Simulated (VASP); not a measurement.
Set up this calculation in VASP 6.6.1, as the native input.

```
Task                   : relaxation of cell and atoms
Functional             : PBE
Potentials or basis    : VASP PAW PBE potentials, release 64 (Hf_pv, O)
Cutoff                 : 600 eV
k mesh                 : 9 × 9 × 9
Occupations            : fermi-dirac, width 0.05 eV
Spin                   : no spin polarisation
Hubbard terms          : Hf d U = 3.0 eV
Dipole correction      : no
Further INCAR settings : ALGO = Normal; EDIFF = 1e-07; IBRION = 2; EDIFFG = -0.01; NSW = 60; ISIF = 3
```

The structure of HfO2 lies in POSCAR:

```
HfO2
1.0
    0.0000000000      2.5575000000      2.5575000000
    2.5575000000      0.0000000000      2.5575000000
    2.5575000000      2.5575000000      0.0000000000
Hf O
1 2
Direct
    0.0000000000      0.0000000000      0.0000000000
    0.7500000000      0.7500000000      0.7500000000
    0.2500000000      0.2500000000      0.2500000000
```

The input as run:

INCAR

```
SYSTEM = HfO2
PREC     = Accurate       ! precision mode
ENCUT    = 600            ! plane-wave cutoff, eV
EDIFF    = 1E-7           ! SCF threshold, eV
ISMEAR   = -1             ! smearing method
SIGMA    = 0.05           ! smearing width, eV
LREAL    = .FALSE.        ! projectors in reciprocal space
LASPH    = .TRUE.         ! aspherical terms in the spheres
NELM     = 150            ! most SCF steps
ALGO     = Normal         ! electronic algorithm
ISIF     = 3              ! what is computed and relaxed
LWAVE    = .FALSE.        ! write WAVECAR
LCHARG   = .FALSE.        ! write CHGCAR
LMAXMIX  = 4              ! l up to which the mixer works
LDAU     = .TRUE.         ! DFT+U
LDAUTYPE = 2            
LDAUL    = 2 -1           ! shell
LDAUU    = 3 0            ! U, eV
LDAUJ    = 0 0          
LDAUPRINT= 1            
GGA      = PE             ! functional
IBRION   = 2              ! ionic algorithm
NSW      = 60             ! ionic steps
EDIFFG   = -0.01          ! ionic threshold
```

KPOINTS

```
regular mesh
0
G
  9 9 9
  0 0 0
```

Potentials or basis: VASP PAW PBE potentials, release 64 (Hf_pv, O).

Launch:

```sh
$ cat potpaw_PBE.64/Hf_pv/POTCAR potpaw_PBE.64/O/POTCAR > POTCAR
$ mpirun -np 1 vasp_std > vasp.out
```

Results of the run:

```
Relaxed volume                        : 11.23 Å³/atom
Relaxed cell                          : a = 3.625 Å, b = 3.625 Å, c = 3.625 Å, α = 60.00°, β = 60.00°, γ = 60.00°
Space group after relaxing (to 0.1 Å) : Fm-3m (No. 225)
Energy gained by relaxing             : 0.4 meV/atom
Ionic steps                           : 3
Pressure after relaxing               : -0.1 GPa
Band gap on the k mesh                : 4.20 eV (least direct gap 4.31 eV)
```

Caveat: spin-orbit coupling is left out, which moves the levels of the heavy elements; an odd mesh through Γ misses points on the zone boundary, where band edges can lie.

Wall time 30 s on 1 thread of Intel(R) Xeon(R) 6975P-C (Granite Rapids), with other jobs on the host, peak memory 0.18 GiB.
